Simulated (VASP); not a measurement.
# La3Zr (Pm-3m) in VASP: further runs

The runs below take La3Zr through single point, with PBE.

Program: VASP 6.6.1. These are calculated values, not measurements. Logs are shortened: lines on timing, memory, paths and dates and some standing lists are left out, and cuts for length are marked.

## (1) The cell of the first run

It takes space group Pm-3m (No. 221, cubic). Conventional cell: a = 5.073 Å, b = 5.073 Å, c = 5.073 Å, α = 90.00°, β = 90.00°, γ = 90.00°. La (site symmetry 4/mmm) has 8 La at 3.59 Å and 4 Zr at 3.59 Å within 4.7 Å. Zr (site symmetry m-3m) has 12 La at 3.59 Å within 4.7 Å.

## (2) Single point, PBE

Contents of INCAR:

```
ALGO     = Normal         # electronic algorithm
EDIFF    = 1E-6           # SCF threshold, eV
ENCUT    = 520            # plane-wave cutoff, eV
GGA      = PE             # functional
ISIF     = 2              # what is computed and relaxed
ISMEAR   = 1              # smearing method
LASPH    = True           # aspherical terms in the spheres
LCHARG   = False          # write CHGCAR
LREAL    = False          # projectors in reciprocal space
LWAVE    = False          # write WAVECAR
NBANDS   = 30             # bands
NELM     = 60             # most SCF steps
PREC     = Accurate       # precision mode
SIGMA    = 0.1            # smearing width, eV
```

Contents of KPOINTS:

```
k-points
0
Gamma
  5 5 5
```

Contents of POSCAR:

```
La3Zr
1.0
    5.0726740000      0.0000000000      0.0000000000
    0.0000000000      5.0726740000      0.0000000000
    0.0000000000      0.0000000000      5.0726740000
La Zr
3 1
Direct
    0.0000000000      0.5000000000      0.5000000000
    0.5000000000      0.0000000000      0.5000000000
    0.5000000000      0.5000000000      0.0000000000
    0.0000000000      0.0000000000      0.0000000000
```

Potentials or basis: VASP PAW PBE potentials, release 64 (La, Zr_sv).

The run is started by

```console
cat potpaw_PBE.64/La/POTCAR potpaw_PBE.64/Zr_sv/POTCAR > POTCAR
mpirun -np 1 vasp_std > vasp.out
```

OUTCAR:

```text
EDIFF = 1E-6
   ENCUT = 520
   GGA = PE
   ISIF = 2
   ISMEAR = 1
   LASPH = True
   LREAL = False
   NELM = 60
   PREC = Accurate

 ion  position               nearest neighbor table
   1  0.000  0.500  0.500-   2 3.59   3 3.59   4 3.59   3 3.59   4 3.59   2 3.59   4 3.59   4 3.59
                             2 3.59   3 3.59   3 3.59   2 3.59
   2  0.500  0.000  0.500-   1 3.59   3 3.59   4 3.59   3 3.59   4 3.59   1 3.59   3 3.59   3 3.59
                             1 3.59   4 3.59   4 3.59   1 3.59
   3  0.500  0.500  0.000-   1 3.59   2 3.59   4 3.59   1 3.59   2 3.59   2 3.59   4 3.59   2 3.59
                             1 3.59   4 3.59   1 3.59   4 3.59
   4  0.000  0.000  0.000-   1 3.59   2 3.59   3 3.59   1 3.59   2 3.59   1 3.59   3 3.59   1 3.59
                             2 3.59   3 3.59   2 3.59   3 3.59

  LATTYP: Found a simple cubic cell.
 ALAT       =     5.0726740000

  Lattice vectors:

 A1 = (   5.0726740000,   0.0000000000,   0.0000000000)
 A2 = (   0.0000000000,   5.0726740000,   0.0000000000)
 A3 = (   0.0000000000,   0.0000000000,   5.0726740000)

Analysis of symmetry for initial positions (statically):
=====================================================================
 Subroutine PRICEL returns:
 Original cell was already a primitive cell.

 Routine SETGRP: Setting up the symmetry group for a
 simple cubic supercell.

 Subroutine GETGRP returns: Found 48 space group operations
 (whereof 48 operations were pure point group operations)
 out of a pool of 48 trial point group operations.

The static configuration has the point symmetry O_h .

Analysis of symmetry for dynamics (positions and initial velocities):
=====================================================================
 Subroutine PRICEL returns:
 Original cell was already a primitive cell.

 Routine SETGRP: Setting up the symmetry group for a
 simple cubic supercell.

 Subroutine GETGRP returns: Found 48 space group operations
 (whereof 48 operations were pure point group operations)
 out of a pool of 48 trial point group operations.

The dynamic configuration has the point symmetry O_h .

 Subroutine INISYM returns: Found 48 space group operations
 (whereof 48 operations are pure point group operations),
 and found     1 'primitive' translations

----------------------------------------------------------------------------------------

                                     Primitive cell

  volume of cell :     130.5302

  direct lattice vectors                    reciprocal lattice vectors
     5.072674000  0.000000000  0.000000000     0.197134687  0.000000000  0.000000000
     0.000000000  5.072674000  0.000000000     0.000000000  0.197134687  0.000000000
     0.000000000  0.000000000  5.072674000     0.000000000  0.000000000  0.197134687

  length of vectors
     5.072674000  5.072674000  5.072674000     0.197134687  0.197134687  0.197134687

  position of ions in fractional coordinates (direct lattice)
     0.000000000  0.500000000  0.500000000
     0.500000000  0.000000000  0.500000000
     0.500000000  0.500000000  0.000000000
     0.000000000  0.000000000  0.000000000

  ion indices of the primitive-cell ions
   primitive index   ion index
                 1           1
                 2           2
                 3           3
                 4           4

----------------------------------------------------------------------------------------

 KPOINTS: k-points

Automatic generation of k-mesh.
 Grid dimensions read from file:
 generate k-points for:    5    5    5

 Generating k-lattice:

  Cartesian coordinates                     Fractional coordinates (reciprocal lattice)
     0.039426937  0.000000000  0.000000000     0.200000000  0.000000000  0.000000000
     0.000000000  0.039426937  0.000000000     0.000000000  0.200000000  0.000000000
     0.000000000  0.000000000  0.039426937     0.000000000  0.000000000  0.200000000

  Length of vectors
     0.039426937  0.039426937  0.039426937

  Shift w.r.t. Gamma in fractional coordinates (k-lattice)
     0.000000000  0.000000000  0.000000000

 Subroutine IBZKPT returns following result:
 ===========================================

 Found     10 irreducible k-points:

 Following reciprocal coordinates:
            Coordinates               Weight
  0.000000  0.000000  0.000000      1.000000
  0.200000  0.000000  0.000000      6.000000
  0.400000  0.000000  0.000000      6.000000
  0.200000  0.200000  0.000000     12.000000
  0.400000  0.200000  0.000000     24.000000
  0.400000  0.400000  0.000000     12.000000
  0.200000  0.200000  0.200000      8.000000
  0.400000  0.200000  0.200000     24.000000
  0.400000  0.400000  0.200000     24.000000
  0.400000  0.400000  0.400000      8.000000
   k-points           NKPTS =     10   k-points in BZ     NKDIM =     10   number of bands    NBANDS=     30
   number of dos      NEDOS =    301   number of ions     NIONS =      4
   total plane-waves  NPLWV =  64000
   dimension x,y,z NGX =    40 NGY =   40 NGZ =   40
   dimension x,y,z NGXF=    80 NGYF=   80 NGZF=   80
   ions per type =               3   1
   NGX,Y,Z   is equivalent  to a cutoff of  13.11, 13.11, 13.11 a.u.
   NGXF,Y,Z  is equivalent  to a cutoff of  26.22, 26.22, 26.22 a.u.
 SYSTEM =  unknown system
   PREC   = accura    normal or accurate (medium, high low for compatibility)
   ISTART =      0    job   : 0-new  1-cont  2-samecut
   ICHARG =      2    charge: 1-file 2-atom 10-const
   ISPIN  =      1    spin polarized calculation?
   LNONCOLLINEAR =      F non collinear calculations
   LSORBIT =      F    spin-orbit coupling
   LASPH  =      T    aspherical Exc in radial PAW
   ENCUT  =  520.0 eV  38.22 Ry    6.18 a.u.   9.43  9.43  9.43*2*pi/ulx,y,z
   NELM   =     60;   NELMIN=  2; NELMDL= -5     # of ELM steps
   EDIFF  = 0.1E-05   stopping-criterion for ELM
   LREAL  =      F    real-space projection
   EDIFFG = 0.1E-04   stopping-criterion for IOM
   NSW    =      0    number of steps for IOM
   IBRION =     -1    ionic relax: 0-MD 1-quasi-New 2-CG
   NFREE  =      0    steps in history (QN), initial steepest desc. (CG)
   ISIF   =      2    stress and relaxation
   ISYM   =      2    0-nonsym 1-usesym 2-fastsym
   POTIM  = 0.5000    time-step for ionic-motion
   TEBEG  =    0.0;   TEEND  =   0.0 temperature during run
   PSTRESS=    0.0 pullay stress
   NELECT =      45.0000    total number of electrons
   NUPDOWN=      -1.0000    fix difference up-down
   EMIN   =  10.00;   EMAX   =-10.00  energy-range for DOS
   EFERMI =   0.00;   METHOD = LEGACY
   ISMEAR =     1;   SIGMA  =   0.10  broadening in eV -4-tet -1-fermi 0-gaus
   EFERMI_NEDOS =   21; number of points for ismear=-14 and -15
   IALGO  =     38    algorithm
   IMIX   =      4    mixing-type and parameters
     AMIX     =   0.40;   BMIX     =  1.00
     AMIX_MAG =   1.60;   BMIX_MAG =  1.00
  volume/ion in A,a.u.               =      32.63       220.22
  Fermi-wavevector in a.u.,A,eV,Ry     =   1.147912  2.169240 17.928433  1.317703
  Thomas-Fermi vector in A             =   2.284590
   LORBIT       =      0    0 simple, 1 ext, 2 COOP (PROOUT), +10 PAW based schemes
   GGA     = PE    functional components
   LHFCALC =     F    Hartree Fock is set to
   AEXX    =    0.0000 exact exchange contribution
   IVDW    =     0    specifies the selected vdW correction
   LEPSILON=     F    determine dielectric tensor
   LRPA    =     F    only Hartree local field effects (RPA)
 non-spin polarized calculation
 Methfessel and Paxton  Order N= 1 SIGMA  =   0.10
  energy-cutoff  :      520.00
  volume of cell :      130.53
 maximum number of plane-waves:      3541
 NGX is ok and might be reduce to    40
   NGX = 19   NGY = 19   NGZ = 19

 number of electron      44.9999996 magnetization

 Free energy of the ion-electron system (eV)
  ---------------------------------------------------
  ext. energy  EPLUGINS =         0.00000000
  ---------------------------------------------------
  free energy    TOTEN  =       -22.56821150 eV

  energy without entropy =      -22.56949847  energy(sigma->0) =      -22.56864049

 E-fermi :   8.2708     XC(G=0):  -9.9805

 val. band max:        8.2523808295   @ k =   0.4000   0.4000   0.0000
 cond. band min:       8.3131981234   @ k =   0.4000   0.2000   0.0000
 fundamental gap:      0.0608172939
 Fermi energy:         8.2707988964

 k-point     1 :       0.0000    0.0000    0.0000
  band No.  band energies     occupation
      1     -40.8657      2.00000
      2     -24.3257      2.00000
      3     -24.0050      2.00000
      4     -24.0050      2.00000
      5     -18.8739      2.00000
      6     -18.8739      2.00000
[... 22 lines left out ...]
     29      10.2120     -0.00000
     30      10.2121     -0.00000

 k-point     2 :       0.2000    0.0000    0.0000
  band No.  band energies     occupation
      1     -40.8657      2.00000
      2     -24.3001      2.00000
      3     -24.0328      2.00000
      4     -24.0046      2.00000
      5     -18.8735      2.00000
      6     -18.8735      2.00000
[... 22 lines left out ...]
     29      10.0547     -0.00000
     30      10.2346     -0.00000

 k-point     3 :       0.4000    0.0000    0.0000
  band No.  band energies     occupation
      1     -40.8657      2.00000
      2     -24.2399      2.00000
      3     -24.0963      2.00000
      4     -24.0038      2.00000
      5     -18.8729      2.00000
      6     -18.8729      2.00000
[... 22 lines left out ...]
     29      10.0672     -0.00000
     30      10.0974     -0.00000

 k-point     4 :       0.2000    0.2000    0.0000
  band No.  band energies     occupation
      1     -40.8657      2.00000
      2     -24.2760      2.00000
      3     -24.0429      2.00000
      4     -24.0194      2.00000
      5     -18.8738      2.00000
      6     -18.8732      2.00000
[... 154 lines left out ...]
     29       9.8267     -0.00000
     30       9.8923     -0.00000

 k-point     9 :       0.4000    0.4000    0.2000
  band No.  band energies     occupation
      1     -40.8656      2.00000
      2     -24.1564      2.00000
      3     -24.1019      2.00000
      4     -24.0782      2.00000
      5     -18.8749      2.00000
      6     -18.8749      2.00000
[... 22 lines left out ...]
     29       9.7799     -0.00000
     30       9.8054     -0.00000

 k-point    10 :       0.4000    0.4000    0.4000
  band No.  band energies     occupation
      1     -40.8655      2.00000
      2     -24.1317      2.00000
      3     -24.1004      2.00000
      4     -24.1004      2.00000
      5     -18.8769      2.00000
      6     -18.8769      2.00000
[... 22 lines left out ...]
     29       9.9003     -0.00000
     30       9.9699     -0.00000

------------------------ aborting loop because EDIFF is reached ----------------------------------------

  FORCE on cell =-STRESS in cart. coord.  units (eV):
  Direction    XX          YY          ZZ          XY          YZ          ZX
  --------------------------------------------------------------------------------------
  -------------------------------------------------------------------------------------
  Total       -0.1144702     -0.1144702     -0.1144702     -0.0000000     -0.0000000      0.0000000
  in kB       -1.4050513     -1.4050513     -1.4050513     -0.0000000     -0.0000000      0.0000000
  external PRESSURE =      -1.4050513 kB  Pullay stress =       0.0000000 kB

 VOLUME and BASIS-vectors are now :
 -----------------------------------------------------------------------------
  energy-cutoff  :      520.00
  volume of cell :      130.53
      direct lattice vectors                 reciprocal lattice vectors
     5.072674000  0.000000000  0.000000000     0.197134687  0.000000000  0.000000000
     0.000000000  5.072674000  0.000000000     0.000000000  0.197134687  0.000000000
     0.000000000  0.000000000  5.072674000     0.000000000  0.000000000  0.197134687

 POSITION                                       TOTAL-FORCE (eV/Angst)
 -----------------------------------------------------------------------------------
      0.00000      2.53634      2.53634         0.000000      0.000000      0.000000
      2.53634      0.00000      2.53634         0.000000      0.000000      0.000000
      2.53634      2.53634      0.00000         0.000000      0.000000      0.000000
      0.00000      0.00000      0.00000         0.000000      0.000000      0.000000
 -----------------------------------------------------------------------------------
    total drift:                                0.000000     -0.000000     -0.000000

  FREE ENERGIE OF THE ION-ELECTRON SYSTEM (eV)
  ---------------------------------------------------
  free  energy   TOTEN  =       -22.5682115024 eV

  energy  without entropy=      -22.5694984749  energy(sigma->0) =      -22.56864049
```

Run time: 29 s. Hardware: 1 thread of Intel Xeon 6975P-C (Granite Rapids), shared host; peak memory 0.26 GiB.

What came out:

* Free energy: -22.5682 eV
* Pressure: -0.1 GPa

Levels at points of the mesh, in eV from the Fermi level:
| k point | band 21 | band 22 | band 23 | band 24 | band 25 | band 26 |
| --- | --- | --- | --- | --- | --- | --- |
| (0.00, 0.00, 0.00) | -1.56 | -1.56 | -1.56 | 1.33 | 1.33 | 1.33 |

Caveat: spin-orbit coupling is left out, which moves the levels of the heavy elements.

## (3) Single point, PBE

Contents of INCAR:

```
SYSTEM = La3Zr
ALGO = Normal
EDIFF = 1E-7
ENCUT = 520
GGA = PE
ISIF = 2
ISMEAR = 1
LASPH = .TRUE.
LCHARG = .FALSE.
LREAL = .FALSE.
LWAVE = .FALSE.
NBANDS = 30
NELM = 80
PREC = Accurate
SIGMA = 0.05
```

Contents of KPOINTS:

```
k-points
0
G
  5 5 5
  0 0 0
```

POSCAR is that of step 2.

Potentials or basis: VASP PAW PBE potentials, release 64 (La, Zr_sv).

The run is started by

```console
cat potpaw_PBE.64/La/POTCAR potpaw_PBE.64/Zr_sv/POTCAR > POTCAR
mpirun -np 1 vasp_std > vasp.out
```

It took 34 s on 1 thread of Intel Xeon 6975P-C (Granite Rapids), shared host; peak memory 0.25 GiB.

Results (log left out):

```
Free energy : -22.5678 eV
Pressure    : -0.1 GPa
```

Levels at points of the mesh, in eV from the Fermi level:
| k point | band 21 | band 22 | band 23 | band 24 | band 25 | band 26 |
| --- | --- | --- | --- | --- | --- | --- |
| (0.00, 0.00, 0.00) | -1.58 | -1.58 | -1.58 | 1.31 | 1.31 | 1.31 |

Caveat: spin-orbit coupling is left out, which moves the levels of the heavy elements.

## (4) Single point, PBE

Contents of INCAR:

```
PREC = Accurate ; ENCUT = 520
EDIFF = 1E-7 ; ISMEAR = 1
SIGMA = 0.025 ; LREAL = False
LASPH = True ; NELM = 80
ALGO = Normal ; ISIF = 2
LWAVE = False ; LCHARG = True
GGA = PE ; LELF = True
LVHAR = True ; NBANDS = 30
```

Contents of KPOINTS:

```
Automatic mesh
0
Gamma
  5 5 5
```

POSCAR is that of step 3.

The run is started by

```console
cat potpaw_PBE.64/La/POTCAR potpaw_PBE.64/Zr_sv/POTCAR > POTCAR
mpirun -np 1 vasp_std > vasp.out
```

It took 30 s on 1 thread of Intel Xeon 6975P-C (Granite Rapids), shared host; peak memory 0.26 GiB.

Results (log left out):

```yaml
Free_energy: -22.5678 eV
Pressure: -0.1 GPa
```

Levels at points of the mesh, in eV from the Fermi level:
| k point | band 21 | band 22 | band 23 | band 24 | band 25 | band 26 |
| --- | --- | --- | --- | --- | --- | --- |
| (0.00, 0.00, 0.00) | -1.59 | -1.59 | -1.59 | 1.29 | 1.29 | 1.29 |

Caveat: spin-orbit coupling is left out, which moves the levels of the heavy elements.

## (5) Overview

```csv
smearing,gap on the mesh (eV),pressure (GPa)
methfessel-paxton 0.1 eV,none,-0.1
methfessel-paxton 0.05 eV,none,-0.1
methfessel-paxton 0.025 eV,none,-0.1
```

Alike in all rows: task single point; level PBE; potentials or basis VASP PAW PBE potentials, release 64 (La, Zr_sv); no spin polarisation; cell as given; k mesh 5 × 5 × 5; cutoff (eV) 520.

Every run on the cell as given and a fine mesh finds a metal.

Caveats: spin-orbit coupling is left out, which moves the levels of the heavy elements.

Total energies depend on the potentials used, so only differences within one code and one set of settings carry meaning.
